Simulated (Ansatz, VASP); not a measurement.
# One calculation of Te2Mo, two programs

File INCAR:

```
SYSTEM = Te2Mo
PREC     = Accurate       ! precision mode
ENCUT    = 520            ! plane-wave cutoff, eV
EDIFF    = 1E-6           ! SCF threshold, eV
ISMEAR   = 0              ! smearing method
SIGMA    = 0.05           ! smearing width, eV
LREAL    = .False.        ! projectors in reciprocal space
LASPH    = .True.         ! aspherical terms in the spheres
NELM     = 100            ! most SCF steps
ALGO     = Normal         ! electronic algorithm
ISIF     = 2              ! what is computed and relaxed
LWAVE    = .False.        ! write WAVECAR
LCHARG   = .False.        ! write CHGCAR
LDIPOL   = .True.       
IDIPOL   = 3            
DIPOL    = 0.5 0.5 0.399
GGA      = PE             ! functional
IVDW     = 12             ! dispersion correction
NBANDS   = 35             ! bands
```

Contents of KPOINTS:

```
regular mesh
0
Gamma
  9 9 1
  0 0 0
```

The input POSCAR:

```
Te2Mo
1.0
    3.5038817003      0.0000000000      0.0000000000
   -1.7519408501      3.0344505643      0.0000000000
    0.0000000000      0.0000000000     24.7677199090
Te Mo
4 2
Direct
    0.3333333333      0.6666666667      0.1816881011
    0.3333333333      0.6666666667      0.3284056823
    0.6666666667      0.8333333333      0.4689111471
    0.6666666667      0.8333333333      0.6156287282
    0.6666666667      0.3333333333      0.2550468917
    0.3333333333      1.1666666667      0.5422699377
```

Input for Ansatz:

```yaml
crystal:
  lattice:
    - [3.5038815618, 0.0, 0.0]
    - [-1.7519407809, 3.0344504444, 0.0]
    - [0.0, 0.0, 24.7677192917]
  atoms:
    - { symbol: Te, position: [0.3333333333, 0.6666666667, 0.1816881057] }
    - { symbol: Mo, position: [0.6666666667, 0.3333333333, 0.2550468918] }
    - { symbol: Te, position: [0.3333333333, 0.6666666667, 0.328405678] }
    - { symbol: Te, position: [0.6666666667, 0.8333333333, 0.4689111464] }
    - { symbol: Mo, position: [0.3333333333, 1.1666666667, 0.5422699325] }
    - { symbol: Te, position: [0.6666666667, 0.8333333333, 0.6156287187] }
basis:
  ecutwfc: 420
kpoints:
  mp_grid: { grid: [9, 9, 1] }
hamiltonian:
  xc: pbe
  pseudopotentials: { kind: paw, azcp: { folder: soft_1 } }
  dispersion: d3bj
scf:
  occupations: { method: gaussian, width: 0.05 }
output:
  forces: true
  eigenvalues: true
efield:
  axis: 3
  dipole_correction: true
  ramp_width: 0.04
```

Alike in both runs: task single point; functional PBE; dispersion D3(BJ); k mesh 9 × 9 × 1; occupations gaussian, width 0.05 eV; no spin polarisation.

```csv
,VASP,Ansatz
version,VASP 6.6.1,Ansatz 0.2.0
potentials or method,"VASP PAW PBE potentials, release 64 (Te, Mo_sv), cutoff 520 eV","scalar-relativistic, plane waves, PAW"
valence electrons in the cell,52,92
```

|  | VASP | Ansatz | Ansatz less VASP |
| --- | --- | --- | --- |
| gap on the k mesh at the Fermi level (eV) | 1.09 | 1.09 | -0.004 |
| least direct gap on the mesh (eV) | 1.16 | 1.16 | +0.001 |
| rms of the force components (eV/Å) | 0.061 | 0.065 | +0.0041 |

VASP's potentials hold 52 valence electrons a cell and Ansatz's 92, so a difference there can come from the potentials and not from the codes.

Neither program's run includes spin-orbit coupling.
